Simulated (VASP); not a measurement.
# MnHg (Pm-3m) in VASP: further runs

The runs below take MnHg through single point, with PBE, revPBE.

Program: VASP 6.6.1. These are calculated values, not measurements. Logs are shortened: lines on timing, memory, paths and dates and some standing lists are left out, and cuts for length are marked.

### Step 1. The cell of the first run

The structure is cubic, space group Pm-3m (No. 221). The conventional cell has a = 3.315 Å, b = 3.315 Å, c = 3.315 Å, α = 90.00°, β = 90.00°, γ = 90.00°. Within 3.8 Å of Mn (site symmetry m-3m) lie 8 Hg at 2.87 Å and 6 Mn at 3.31 to 3.32 Å. Hg (site symmetry m-3m) has 8 Mn at 2.87 Å and 6 Hg at 3.31 Å within 3.8 Å.

### Step 2. Single point, PBE, collinear spin, ferromagnetic start

Input file INCAR:

```
ALGO     = Normal         # electronic algorithm
EDIFF    = 1E-7           # SCF threshold, eV
ENCUT    = 520            # plane-wave cutoff, eV
GGA      = PE             # functional
ISIF     = 2              # what is computed and relaxed
ISMEAR   = -1             # smearing method
ISPIN    = 2              # spin polarisation
LASPH    = T              # aspherical terms in the spheres
LCHARG   = F              # write CHGCAR
LMAXMIX  = 4              # l up to which the mixer works
LORBIT   = 11             # projections on sites
LREAL    = F              # projectors in reciprocal space
LWAVE    = F              # write WAVECAR
MAGMOM   = 4 0            # initial moments
NBANDS   = 24             # bands
NELM     = 150            # most SCF steps
PREC     = Accurate       # precision mode
SIGMA    = 0.15           # smearing width, eV
```

Input file KPOINTS:

```
k-points
0
Gamma
  6 6 6
```

Input file POSCAR:

```
MnHg
1.0
    3.3150000000      0.0000000000      0.0000000000
    0.0000000000      3.3150000000      0.0000000000
    0.0000000000      0.0000000000      3.3150000000
Mn Hg
1 1
Direct
    0.5000000000      0.5000000000      0.5000000000
    0.0000000000      0.0000000000      0.0000000000
```

Potentials or basis: VASP PAW PBE potentials, release 64 (Mn_pv, Hg).

Started as:

```sh
$ cat potpaw_PBE.64/Mn_pv/POTCAR potpaw_PBE.64/Hg/POTCAR > POTCAR
$ mpirun -np 1 vasp_std > vasp.out
```

OUTCAR:

```text
EDIFF = 1E-7
   ENCUT = 520
   GGA = PE
   ISIF = 2
   ISMEAR = -1
   ISPIN = 2
   LASPH = T
   LORBIT = 11
   LREAL = F
   NELM = 150
   PREC = Accurate

 ion  position               nearest neighbor table
   1  0.500  0.500  0.500-   2 2.87   2 2.87   2 2.87   2 2.87   2 2.87   2 2.87   2 2.87   2 2.87

   2  0.000  0.000  0.000-   1 2.87   1 2.87   1 2.87   1 2.87   1 2.87   1 2.87   1 2.87   1 2.87

  LATTYP: Found a simple cubic cell.
 ALAT       =     3.3150000000

  Lattice vectors:

 A1 = (   3.3150000000,   0.0000000000,   0.0000000000)
 A2 = (   0.0000000000,   3.3150000000,   0.0000000000)
 A3 = (   0.0000000000,   0.0000000000,   3.3150000000)

Analysis of symmetry for initial positions (statically):
=====================================================================
 Subroutine PRICEL returns:
 Original cell was already a primitive cell.

 Routine SETGRP: Setting up the symmetry group for a
 simple cubic supercell.

 Subroutine GETGRP returns: Found 48 space group operations
 (whereof 48 operations were pure point group operations)
 out of a pool of 48 trial point group operations.

The static configuration has the point symmetry O_h .

Analysis of symmetry for dynamics (positions and initial velocities):
=====================================================================
 Subroutine PRICEL returns:
 Original cell was already a primitive cell.

 Routine SETGRP: Setting up the symmetry group for a
 simple cubic supercell.

 Subroutine GETGRP returns: Found 48 space group operations
 (whereof 48 operations were pure point group operations)
 out of a pool of 48 trial point group operations.

The dynamic configuration has the point symmetry O_h .

Analysis of structural, dynamic, and magnetic symmetry:
=====================================================================
 Subroutine PRICEL returns:
 Original cell was already a primitive cell.

 Routine SETGRP: Setting up the symmetry group for a
 simple cubic supercell.

 Subroutine GETGRP returns: Found 48 space group operations
 (whereof 48 operations were pure point group operations)
 out of a pool of 48 trial point group operations.

The overall configuration has the point symmetry O_h .

 Subroutine INISYM returns: Found 48 space group operations
 (whereof 48 operations are pure point group operations),
 and found     1 'primitive' translations

----------------------------------------------------------------------------------------

                                     Primitive cell

  volume of cell :      36.4293

  direct lattice vectors                    reciprocal lattice vectors
     3.315000000  0.000000000  0.000000000     0.301659125  0.000000000  0.000000000
     0.000000000  3.315000000  0.000000000     0.000000000  0.301659125  0.000000000
     0.000000000  0.000000000  3.315000000     0.000000000  0.000000000  0.301659125

  length of vectors
     3.315000000  3.315000000  3.315000000     0.301659125  0.301659125  0.301659125

  position of ions in fractional coordinates (direct lattice)
     0.500000000  0.500000000  0.500000000
     0.000000000  0.000000000  0.000000000

  ion indices of the primitive-cell ions
   primitive index   ion index
                 1           1
                 2           2

----------------------------------------------------------------------------------------

 KPOINTS: k-points

Automatic generation of k-mesh.
 Grid dimensions read from file:
 generate k-points for:    6    6    6

 Generating k-lattice:

  Cartesian coordinates                     Fractional coordinates (reciprocal lattice)
     0.050276521  0.000000000  0.000000000     0.166666667  0.000000000  0.000000000
     0.000000000  0.050276521  0.000000000     0.000000000  0.166666667  0.000000000
     0.000000000  0.000000000  0.050276521     0.000000000  0.000000000  0.166666667

  Length of vectors
     0.050276521  0.050276521  0.050276521

  Shift w.r.t. Gamma in fractional coordinates (k-lattice)
     0.000000000  0.000000000  0.000000000

 Subroutine IBZKPT returns following result:
 ===========================================

 Found     20 irreducible k-points:

 Following reciprocal coordinates:
            Coordinates               Weight
  0.000000  0.000000  0.000000      1.000000
  0.166667  0.000000  0.000000      6.000000
  0.333333  0.000000  0.000000      6.000000
  0.500000  0.000000  0.000000      3.000000
  0.166667  0.166667  0.000000     12.000000
  0.333333  0.166667  0.000000     24.000000
[... 12 lines left out ...]
  0.500000  0.500000  0.333333      6.000000
  0.500000  0.500000  0.500000      1.000000
   k-points           NKPTS =     20   k-points in BZ     NKDIM =     20   number of bands    NBANDS=     24
   number of dos      NEDOS =    301   number of ions     NIONS =      2
   total plane-waves  NPLWV =  21952
   dimension x,y,z NGX =    28 NGY =   28 NGZ =   28
   dimension x,y,z NGXF=    56 NGYF=   56 NGZF=   56
   ions per type =               1   1
   NGX,Y,Z   is equivalent  to a cutoff of  14.04, 14.04, 14.04 a.u.
   NGXF,Y,Z  is equivalent  to a cutoff of  28.08, 28.08, 28.08 a.u.
 SYSTEM =  unknown system
   PREC   = accura    normal or accurate (medium, high low for compatibility)
   ISTART =      0    job   : 0-new  1-cont  2-samecut
   ICHARG =      2    charge: 1-file 2-atom 10-const
   ISPIN  =      2    spin polarized calculation?
   LNONCOLLINEAR =      F non collinear calculations
   LSORBIT =      F    spin-orbit coupling
   LASPH  =      T    aspherical Exc in radial PAW
   ENCUT  =  520.0 eV  38.22 Ry    6.18 a.u.   6.16  6.16  6.16*2*pi/ulx,y,z
   NELM   =    150;   NELMIN=  2; NELMDL= -5     # of ELM steps
   EDIFF  = 0.1E-06   stopping-criterion for ELM
   LREAL  =      F    real-space projection
   EDIFFG = 0.1E-05   stopping-criterion for IOM
   NSW    =      0    number of steps for IOM
   IBRION =     -1    ionic relax: 0-MD 1-quasi-New 2-CG
   NFREE  =      0    steps in history (QN), initial steepest desc. (CG)
   ISIF   =      2    stress and relaxation
   ISYM   =      2    0-nonsym 1-usesym 2-fastsym
   POTIM  = 0.5000    time-step for ionic-motion
   TEBEG  =    0.0;   TEEND  =   0.0 temperature during run
   PSTRESS=    0.0 pullay stress
   NELECT =      25.0000    total number of electrons
   NUPDOWN=      -1.0000    fix difference up-down
   EMIN   =  10.00;   EMAX   =-10.00  energy-range for DOS
   EFERMI =   0.00;   METHOD = LEGACY
   ISMEAR =    -1;   SIGMA  =   0.15  broadening in eV -4-tet -1-fermi 0-gaus
   EFERMI_NEDOS =   21; number of points for ismear=-14 and -15
   IALGO  =     38    algorithm
   IMIX   =      4    mixing-type and parameters
     AMIX     =   0.40;   BMIX     =  1.00
     AMIX_MAG =   1.60;   BMIX_MAG =  1.00
  volume/ion in A,a.u.               =      18.21       122.92
  Fermi-wavevector in a.u.,A,eV,Ry     =   1.444014  2.728790 28.370534  2.085175
  Thomas-Fermi vector in A             =   2.562356
   LORBIT       =     11    0 simple, 1 ext, 2 COOP (PROOUT), +10 PAW based schemes
   GGA     = PE    functional components
   LHFCALC =     F    Hartree Fock is set to
   AEXX    =    0.0000 exact exchange contribution
   IVDW    =     0    specifies the selected vdW correction
   LEPSILON=     F    determine dielectric tensor
   LRPA    =     F    only Hartree local field effects (RPA)
 spin polarized calculation
  energy-cutoff  :      520.00
  volume of cell :       36.43
 maximum number of plane-waves:      1000
 NGX is ok and might be reduce to    28
   NGX = 13   NGY = 13   NGZ = 13

 number of electron      25.0000011 magnetization       3.8541517

 Free energy of the ion-electron system (eV)
  ---------------------------------------------------
  ext. energy  EPLUGINS =         0.00000000
  ---------------------------------------------------
  free energy    TOTEN  =        -8.54321976 eV

  energy without entropy =       -8.42996291  energy(sigma->0) =       -8.48659134

 E-fermi :   5.5139     XC(G=0): -11.6839

 val. band max:        5.4728043008   @ k =   0.5000   0.0000   0.0000
 cond. band min:       5.5640279784   @ k =   0.3333   0.0000   0.0000
 fundamental gap:      0.0912236776
 Fermi energy:         5.5139279224

 spin component 1

 k-point     1 :       0.0000    0.0000    0.0000
  band No.  band energies     occupation
      1     -44.5863      1.00000
      2     -44.5863      1.00000
      3     -44.5863      1.00000
      4      -4.1184      1.00000
      5      -2.7449      1.00000
      6      -2.7449      1.00000
[... 16 lines left out ...]
     23      22.5741      0.00000
     24      26.3280      0.00000

 k-point     2 :       0.1667    0.0000    0.0000
  band No.  band energies     occupation
      1     -44.5904      1.00000
      2     -44.5861      1.00000
      3     -44.5861      1.00000
      4      -3.7027      1.00000
      5      -2.6759      1.00000
      6      -2.5336      1.00000
[... 16 lines left out ...]
     23      22.1646      0.00000
     24      22.8294      0.00000

 k-point     3 :       0.3333    0.0000    0.0000
  band No.  band energies     occupation
      1     -44.5986      1.00000
      2     -44.5855      1.00000
      3     -44.5855      1.00000
      4      -2.9026      1.00000
      5      -2.5298      1.00000
      6      -1.8464      1.00000
[... 16 lines left out ...]
     23      19.7247      0.00000
     24      24.1265      0.00000
[... 406 lines left out ...]
 k-point    19 :       0.5000    0.5000    0.3333
  band No.  band energies     occupation
      1     -44.6001      1.00000
      2     -44.6001      1.00000
      3     -44.5959      1.00000
      4      -2.6782      1.00000
      5      -2.4593      1.00000
      6      -2.4593      1.00000
[... 16 lines left out ...]
     23      28.1979      0.00000
     24      30.4909      0.00000

 k-point    20 :       0.5000    0.5000    0.5000
  band No.  band energies     occupation
      1     -44.5998      1.00000
      2     -44.5998      1.00000
      3     -44.5998      1.00000
      4      -2.5783      1.00000
      5      -2.5783      1.00000
      6      -2.5783      1.00000
[... 16 lines left out ...]
     23      32.4773      0.00000
     24      32.5002      0.00000
 Fermi energy:         5.5139279224

 spin component 2

 k-point     1 :       0.0000    0.0000    0.0000
  band No.  band energies     occupation
      1     -40.5939      1.00000
      2     -40.5939      1.00000
      3     -40.5939      1.00000
      4      -3.9130      1.00000
      5      -2.7316      1.00000
      6      -2.7316      1.00000
[... 16 lines left out ...]
     23      22.5889      0.00000
     24      27.2708      0.00000

 k-point     2 :       0.1667    0.0000    0.0000
  band No.  band energies     occupation
      1     -40.5991      1.00000
      2     -40.5936      1.00000
      3     -40.5936      1.00000
      4      -3.5111      1.00000
      5      -2.6783      1.00000
      6      -2.5102      1.00000
[... 16 lines left out ...]
     23      22.4422      0.00000
     24      23.4379      0.00000

 k-point     3 :       0.3333    0.0000    0.0000
  band No.  band energies     occupation
      1     -40.6093      1.00000
      2     -40.5929      1.00000
      3     -40.5929      1.00000
      4      -2.8505      1.00000
      5      -2.5680      1.00000
      6      -1.8267      1.00000
[... 16 lines left out ...]
     23      20.1509      0.00000
     24      24.7710      0.00000
[... 406 lines left out ...]
 k-point    19 :       0.5000    0.5000    0.3333
  band No.  band energies     occupation
      1     -40.6109      1.00000
      2     -40.6109      1.00000
      3     -40.6057      1.00000
      4      -2.6217      1.00000
      5      -2.4148      1.00000
      6      -2.4148      1.00000
[... 16 lines left out ...]
     23      28.3389      0.00000
     24      31.0045      0.00000

 k-point    20 :       0.5000    0.5000    0.5000
  band No.  band energies     occupation
      1     -40.6106      1.00000
      2     -40.6106      1.00000
      3     -40.6106      1.00000
      4      -2.5446      1.00000
      5      -2.5446      1.00000
      6      -2.5446      1.00000
[... 16 lines left out ...]
     23      32.4306      0.00000
     24      32.4660      0.00000

------------------------ aborting loop because EDIFF is reached ----------------------------------------

  FORCE on cell =-STRESS in cart. coord.  units (eV):
  Direction    XX          YY          ZZ          XY          YZ          ZX
  --------------------------------------------------------------------------------------
  -------------------------------------------------------------------------------------
  Total        0.1247940      0.1247940      0.1247940      0.0000000     -0.0000000      0.0000000
  in kB        5.4885022      5.4885022      5.4885022      0.0000000     -0.0000000      0.0000000
  external PRESSURE =       5.4885022 kB  Pullay stress =       0.0000000 kB

 VOLUME and BASIS-vectors are now :
 -----------------------------------------------------------------------------
  energy-cutoff  :      520.00
  volume of cell :       36.43
      direct lattice vectors                 reciprocal lattice vectors
     3.315000000  0.000000000  0.000000000     0.301659125  0.000000000  0.000000000
     0.000000000  3.315000000  0.000000000     0.000000000  0.301659125  0.000000000
     0.000000000  0.000000000  3.315000000     0.000000000  0.000000000  0.301659125

 POSITION                                       TOTAL-FORCE (eV/Angst)
 -----------------------------------------------------------------------------------
      1.65750      1.65750      1.65750         0.000000      0.000000      0.000000
      0.00000      0.00000      0.00000         0.000000      0.000000      0.000000
 -----------------------------------------------------------------------------------
    total drift:                                0.000000      0.000000      0.000000

  FREE ENERGIE OF THE ION-ELECTRON SYSTEM (eV)
  ---------------------------------------------------
  free  energy   TOTEN  =        -8.5432197575 eV

  energy  without entropy=       -8.4299629133  energy(sigma->0) =       -8.48659134

 total charge

# of ion       s       p       d       tot
------------------------------------------
    1        0.250   6.171   4.986  11.407
    2        0.817   0.513   9.256  10.586
--------------------------------------------------
tot          1.067   6.684  14.242  21.993

 magnetization (x)

# of ion       s       p       d       tot
------------------------------------------
    1        0.028   0.014   3.734   3.776
    2       -0.042  -0.059   0.047  -0.055
--------------------------------------------------
tot         -0.014  -0.045   3.780   3.721
```

Run time: 17 s. Hardware: 1 thread of AMD EPYC 9R45 (Zen 5), shared host; peak memory 0.15 GiB.

Results:

- Free energy: -8.5432 eV
- Pressure: 0.5 GPa
- Net moment: 3.85 μB per cell
- Site moments: Mn +3.78; Hg -0.06 μB
- Valence electrons inside the program's atomic spheres: Mn 11.41; Hg 10.59

Levels at points of the mesh, in eV from the Fermi level:
Spin up:
```
           k point  band 11  band 12  band 13  band 14  band 15  band 16  band 17  band 18
(0.00, 0.00, 0.00)    -2.87    -2.02    -2.02    -2.02     4.90     4.90     4.90     8.60
(0.50, 0.00, 0.00)    -3.23    -2.72    -2.72    -2.23    -1.52    10.06    10.06    10.59
(0.50, 0.50, 0.00)    -2.04    -2.04    -1.96    -1.65    -1.65     0.65     2.90    11.81
(0.50, 0.50, 0.50)    -3.68    -1.93    -1.93     0.44     4.14     4.14     4.14     4.52
```
Spin down:
```
           k point  band 9  band 10  band 11  band 12  band 13  band 14
(0.00, 0.00, 0.00)   -7.07     0.31     0.31     1.50     1.50     1.50
(0.50, 0.00, 0.00)   -4.99    -4.44    -0.04     0.45     0.45     1.32
(0.50, 0.50, 0.00)   -3.50    -1.42    -1.42     0.48     1.33     1.33
(0.50, 0.50, 0.50)   -1.56    -1.56    -1.56     0.32     1.90     1.90
```

Caveat: spin-orbit coupling is left out, which moves the levels of the heavy elements.

(Part 1 of 2 ends here.)
